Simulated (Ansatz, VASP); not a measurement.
InSb: VASP beside Ansatz

File INCAR:

```
ALGO = Normal
DIPOL = 0.5 0.5 0.500
EDIFF = 1E-6
ENCUT = 520
GGA = PE
IDIPOL = 3
ISIF = 2
ISMEAR = 0
LASPH = T
LCHARG = F
LDIPOL = T
LREAL = F
LWAVE = F
NBANDS = 36
NELM = 100
PREC = Accurate
SIGMA = 0.1
```

File KPOINTS:

```
k-points
0
Gamma
  8 8 1
```

The input POSCAR:

```
InSb
1.0
    4.6915474145      0.0000000000      0.0000000000
    0.0000000000      4.6915474145      0.0000000000
    0.0000000000      0.0000000000     23.2935624777
Sb In
3 3
Direct
    0.0000000000      0.5000000000      0.3219773707
    0.5000000000      0.0000000000      0.4643954741
    0.0000000000      0.5000000000      0.6068135776
    0.5000000000      0.5000000000      0.3931864224
    0.0000000000      0.0000000000      0.5356045259
    0.5000000000      0.5000000000      0.6780226293
```

Input for Ansatz:

```yaml
crystal:
  lattice:
    - [4.6915474145, 0.0, 0.0]
    - [0.0, 4.6915474145, 0.0]
    - [0.0, 0.0, 23.2935624777]
  atoms:
    - { symbol: Sb, position: [0.0, 0.5, 0.3219773707] }
    - { symbol: In, position: [0.5, 0.5, 0.3931864224] }
    - { symbol: Sb, position: [0.5, 0.0, 0.4643954741] }
    - { symbol: In, position: [0.0, 0.0, 0.5356045259] }
    - { symbol: Sb, position: [0.0, 0.5, 0.6068135776] }
    - { symbol: In, position: [0.5, 0.5, 0.6780226293] }
basis:
  ecutwfc: 420
kpoints:
  mp_grid: { grid: [8, 8, 1] }
hamiltonian:
  xc: pbe
scf:
  occupations: { method: gaussian, width: 0.1 }
output:
  forces: true
  stress: true
  eigenvalues: true
  write_density: true
  write_potential: true
  elf: true
  volumetric_format: npy
efield:
  axis: 3
  dipole_correction: true
  ramp_width: 0.04
```

Alike in both runs: task single point; functional PBE; k mesh 8 × 8 × 1; occupations gaussian, width 0.1 eV; no spin polarisation.

```csv
,VASP,Ansatz
version,VASP 6.6.1,Ansatz 0.2.0
potentials or method,"VASP PAW PBE potentials, release 64 (Sb, In_d), cutoff 520 eV","scalar-relativistic, plane waves, PAW"
valence electrons in the cell,54,84
```

```csv
,VASP,Ansatz,Ansatz less VASP
gap on the k mesh at the Fermi level (eV),none,none,-
rms of the force components (eV/Å),0.158,0.158,-0.0007
```

A gap of «none» marks a metal or a gap that the smearing closes. With one functional, cell and mesh, what is left measures potentials, basis and numerics. VASP's potentials hold 54 valence electrons a cell and Ansatz's 84, so a difference there can come from the potentials and not from the codes. Ansatz's warnings: xc potential rough in thin density.

Spin-orbit coupling is off throughout.
